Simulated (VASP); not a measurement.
Wanted: the native input for a VASP 6.6.1 run.

```
Task                   : single point
Functional             : PBEsol
Potentials or basis    : VASP PAW PBE potentials, release 64 (V_sv)
Cutoff                 : 520 eV
k mesh                 : 15 × 15 × 15
Occupations            : fermi-dirac, width 0.1 eV
Spin                   : no spin polarisation
Dipole correction      : no
Further INCAR settings : ALGO = Normal; EDIFF = 1e-07; NBANDS = 12
```

The structure of V lies in POSCAR:

```
V
1.0
    2.4424475052      0.0000000000      0.0000000000
    0.0000000000      2.4424475052      0.0000000000
    0.0000000000      0.0000000000      2.4424475052
V
1
Direct
    0.0000000000      0.0000000000      0.0000000000
```

This cell differs from its parent crystal: volume scaled by 1.04.

The input as run:

INCAR

```
SYSTEM = V
PREC = Accurate ; ENCUT = 520
EDIFF = 1E-7 ; ISMEAR = -1
SIGMA = 0.1 ; LREAL = .False.
LASPH = .True. ; NELM = 80
ALGO = Normal ; ISIF = 2
LWAVE = .False. ; LCHARG = .True.
GGA = PS ; LELF = .True.
LVHAR = .True. ; NBANDS = 12
```

KPOINTS

```
regular mesh
0
Gamma
  15 15 15
  0 0 0
```

Potentials or basis: VASP PAW PBE potentials, release 64 (V_sv).

Command:

```console
$ cat potpaw_PBE.64/V_sv/POTCAR > POTCAR
$ mpirun -np 1 vasp_std > vasp.out
```

Results of the run:

```
Pressure : -4.4 GPa
```

Caveat: the PAW data sets were made with another functional, which shifts forces and pressure a little.

Wall time 5.6 s on 1 thread of Intel(R) Xeon(R) 6975P-C (Granite Rapids), with other jobs on the host, peak memory 0.13 GiB.
